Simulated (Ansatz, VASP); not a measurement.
**Two plane-wave programs on Si16C**

```xyz
17
Lattice="0.0000 5.4300 5.4300 5.4300 0.0000 5.4300 5.4300 5.4300 0.0000" Properties=species:S:1:pos:R:3 pbc="T T T"
Si   -0.0440    0.0394    0.0404
Si    1.2094    1.4442    1.4465
Si    2.6123    2.7162    0.0682
Si    4.0378    4.0680    1.3449
Si    2.6077    0.0650    2.7241
Si    4.0338    1.3444    4.0731
Si    5.3537    2.8142    2.8187
Si    6.8154    4.1204    4.1281
Si   -0.2421    2.7576    2.7524
Si    1.2130    4.0653    4.0655
Si    2.6914    5.3507    2.7703
Si    3.8913    6.6815    4.2370
Si    2.6920    2.7741    5.3558
Si    3.8906    4.2476    6.6803
Si    6.1310    5.6767    5.6640
Si    7.0992    7.1315    7.1336
C     4.3627    5.7638    5.7575
```

Alike in both runs: functional PBEsol; k mesh 2 × 2 × 2; occupations fermi-dirac, width 0.02 eV; collinear spin.

Ansatz relaxed the structure, and its values are those at the end. VASP's run is a single point on that final structure, the one shown.

```csv
,VASP,Ansatz
version,VASP 6.6.1,Ansatz 0.2.0
potentials or method,"VASP PAW PBE potentials, release 64 (Si, C), cutoff 520 eV","scalar-relativistic, plane waves, PAW"
valence electrons in the cell,68,68
```

|  | VASP | Ansatz | Ansatz less VASP |
| --- | --- | --- | --- |
| rms of the force components (eV/Å) | 0.010 | 0.009 | -0.0005 |
| net moment per atom (μB) | 0.00 | 0.00 | 0.000 |

VASP's potentials were made for PBE, not for PBEsol, and Ansatz warns of the same on its side. Ansatz's warnings: filled band counts differ across k points, seeded moment not kept.

The k mesh is coarse, so the values compare programs but aren't converged.
